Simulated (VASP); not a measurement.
Runs of VASP 6.6.1 on Si3N4. The structure is that of space group Fd-3m (No. 227), or close to it. The cells are those of the table. 

```csv
level,cell,gap on the mesh (eV),pressure (GPa),largest force (eV/Å)
PBE,"a = 5.507 Å, angles 60.0°, 14 atoms",3.33,0.0,-
PBE,"a = 5.508 Å, angles 60.0°, 14 atoms",3.33,-0.2,0.01
PBE,"a = 5.616 Å, angles 60.0°, 14 atoms",3.11,(c),-
r2SCAN,"a = 5.508 Å, angles 60.0°, 14 atoms",3.92,-6.9,0.04
PBE,"a = 5.395 Å, angles 60.0°, 14 atoms",(a),20.4,0.01
PBE,"a = 5.337 Å, angles 60.0°, 14 atoms",3.71,(b),0.01
PBE,"a = 5.452 Å, angles 60.0°, 14 atoms",3.45,9.3,0.01
```

Alike in all rows: task single point; potentials or basis VASP PAW PBE potentials, release 64 (Si, N); no spin polarisation; k mesh 6 × 6 × 6; cutoff (eV) 520; smearing gaussian 0.02 eV.

Estimate the missing entries.

(a) 3.58; (b) 33.4; (c) -15.2.

Caveats: the cell stands under pressure (at least some runs); the cell stands under tension (at least some runs); the PAW data sets were made with another functional, which shifts forces and pressure a little (at least some runs).

A k mesh can miss the band edges.
